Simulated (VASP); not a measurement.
Write the native input for VASP 6.6.1 that does the following.

```
Task                   : single point
Functional             : r2SCAN
Potentials or basis    : VASP PAW PBE potentials, release 64 (Ti_sv)
Cutoff                 : 520 eV
k mesh                 : 22 × 22 × 22
Occupations            : fermi-dirac, width 0.05 eV
Spin                   : collinear spin
Starting moments       : [1.059] μB
Dipole correction      : no
Further INCAR settings : ALGO = Normal; EDIFF = 1e-06; NBANDS = 16
```

Crystal: Ti.

```
CELL_PARAMETERS angstrom
-1.62561 1.62561 1.62561
1.62561 -1.62561 1.62561
1.62561 1.62561 -1.62561
ATOMIC_POSITIONS crystal
Ti 0.00000 0.00000 0.00000
```

This isn't the form of Ti at room conditions, which is hcp.

One way to write it, as run:

POSCAR

```
Ti
1.0
   -1.6256096429      1.6256096429      1.6256096429
    1.6256096429     -1.6256096429      1.6256096429
    1.6256096429      1.6256096429     -1.6256096429
Ti
1
Direct
    0.0000000000      0.0000000000      0.0000000000
```

INCAR.step1

```
PREC = Accurate ; ENCUT = 520
ISMEAR = -1 ; SIGMA = 0.05
LREAL = False ; LASPH = True
NELM = 150 ; ISPIN = 2
MAGMOM = 1.059 ; LMAXMIX = 4
NBANDS = 16 ; GGA = PE
ALGO = Normal ; EDIFF = 1E-4
LWAVE = True ; LCHARG = False
```

INCAR.step2

```
PREC = Accurate ; ENCUT = 520
EDIFF = 1E-6 ; ISMEAR = -1
SIGMA = 0.05 ; LREAL = False
LASPH = True ; NELM = 150
ALGO = Normal ; ISIF = 2
LWAVE = False ; LCHARG = True
ISPIN = 2 ; MAGMOM = 1.059
LORBIT = 11 ; LMAXMIX = 4
METAGGA = R2SCAN ; LMIXTAU = True
LELF = True ; LVHAR = True
NBANDS = 16 ; ISTART = 1
```

KPOINTS

```
regular mesh
0
Gamma
  22 22 22
```

Potentials or basis: VASP PAW PBE potentials, release 64 (Ti_sv).

The run is started by

```console
$ cat potpaw_PBE.64/Ti_sv/POTCAR > POTCAR
$ cp INCAR.step1 INCAR
$ mpirun -np 1 vasp_std > vasp.out
$ cp INCAR.step2 INCAR
$ mpirun -np 1 vasp_std > vasp.out
```

Results of the run:

```
Pressure                                              : 0.5 GPa
Band gap on the k mesh                                : zero (filled and empty bands overlap)
Net moment                                            : 0.00 μB per cell
Valence electrons inside the program's atomic spheres : Ti 10.24
```

Caveat: the PAW data sets were made with another functional, which shifts forces and pressure a little.

Run time: 21 min on 1 thread of Intel Xeon 8259CL, with other jobs on the host, peak memory 0.26 GiB.
